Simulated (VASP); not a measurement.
A run of VASP 6.6.1 is set up as follows.

Contents of INCAR:

```
SYSTEM = GaP
ALGO     = Normal         ! electronic algorithm
EDIFF    = 1E-6           ! SCF threshold, eV
ENCUT    = 520            ! plane-wave cutoff, eV
GGA      = PE             ! functional
ISIF     = 2              ! what is computed and relaxed
ISMEAR   = 0              ! smearing method
LASPH    = .True.         ! aspherical terms in the spheres
LCHARG   = .False.        ! write CHGCAR
LREAL    = .False.        ! projectors in reciprocal space
LWAVE    = .False.        ! write WAVECAR
NBANDS   = 16             ! bands
NELM     = 100            ! most SCF steps
PREC     = Accurate       ! precision mode
SIGMA    = 0.05           ! smearing width, eV
```

The input KPOINTS:

```
k-points
0
Gamma
  10 10 10
  0 0 0
```

The input POSCAR:

```
GaP
1.0
    0.0000000000      2.9902093937      2.3323633271
    2.9902093937      0.0000000000      2.3323633271
    2.9902093937      2.9902093937      0.0000000000
Ga P
1 1
Direct
    0.0000000000      0.0000000000      0.0000000000
    0.7500000000      0.7500000000      0.7500000000
```

Potentials or basis: VASP PAW PBE potentials, release 64 (Ga_d, P).

Launch:

```console
$ cat potpaw_PBE.64/Ga_d/POTCAR potpaw_PBE.64/P/POTCAR > POTCAR
$ mpirun -np 1 vasp_std > vasp.out
```

**Question.** Predict the band gap on the k mesh.

**Answer.** Zero (band 9 reaches 4.98 eV, above the bottom of band 10 at 4.58 eV).

**Question.** What does it give for the pressure?

**Answer.** -1.3 GPa.

Stress tensor (GPa, compression positive):
```
-4.98  0.00  0.00
 0.00 -4.98  0.00
 0.00  0.00  5.98
```
